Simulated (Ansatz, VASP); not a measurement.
## Two plane-wave programs on Pt

```xyz
1
Lattice="0.0000 1.9716 1.9716 1.9716 0.0000 1.9716 1.9716 1.9716 0.0000" Properties=species:S:1:pos:R:3 pbc="T T T"
Pt    0.0000    0.0000    0.0000
```

Alike in both runs: task single point; functional PBE; dispersion D3(BJ); k mesh 8 × 8 × 8; occupations gaussian, width 0.1 eV; no spin polarisation.

|  | VASP | Ansatz |
| --- | --- | --- |
| version | VASP 6.6.1 | Ansatz 0.2.0 |
| potentials or method | VASP PAW PBE potentials, release 64 (Pt), cutoff 500 eV | scalar-relativistic, plane waves, PAW |
| valence electrons in the cell | 10 | 18 |

```csv
,VASP,Ansatz,Ansatz less VASP
gap on the k mesh at the Fermi level (eV),none,none,-
pressure (GPa),-4.2,-3.6,+0.55
```

A gap of «none» marks a metal or a gap that the smearing closes. VASP's potentials hold 10 valence electrons a cell and Ansatz's 18, so a difference there can come from the potentials and not from the codes.

Spin-orbit coupling is off throughout.
